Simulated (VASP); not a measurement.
## WC: single point with PBEsol

Crystal: WC.

```xyz
2
Lattice="0.0000 2.2215 2.2215 2.2215 0.0000 2.2215 2.2215 2.2215 0.0000" Properties=species:S:1:pos:R:3 pbc="T T T"
W     0.0000    0.0000    0.0000
C     2.2215    2.2215    2.2215
```

- Program: VASP 6.6.1
- Task: single point
- Functional: PBEsol
- Potentials or basis: VASP PAW PBE potentials, release 64 (W_sv, C)
- Cutoff: 520 eV
- k mesh: 11 × 11 × 11
- Occupations: methfessel-paxton, width 0.1 eV
- Spin: no spin polarisation
- Dipole correction: no
- Further INCAR settings: ALGO = Normal; EDIFF = 1e-07; NBANDS = 16

* Pressure: -21.6 GPa
* Band gap on the k mesh: zero (band 9 reaches 12.52 eV, above the bottom of band 10 at 9.63 eV)

Levels at points of the mesh, in eV from the Fermi level:
| k point | band 5 | band 6 | band 7 | band 8 | band 9 | band 10 | band 11 | band 12 | band 13 | band 14 |
| --- | --- | --- | --- | --- | --- | --- | --- | --- | --- | --- |
| (0.00, 0.00, 0.00) | -15.43 | -2.61 | -2.61 | -2.61 | -0.95 | -0.95 | -0.95 | -0.94 | -0.94 | 6.09 |

Run time: 10 s on 1 thread of Intel(R) Xeon(R) Platinum 8488C (Sapphire Rapids) (shared host), peak memory 0.15 GiB.

Caveat: the PAW data sets were made with another functional, which shifts forces and pressure a little; spin-orbit coupling is left out, which moves the levels of the heavy elements.
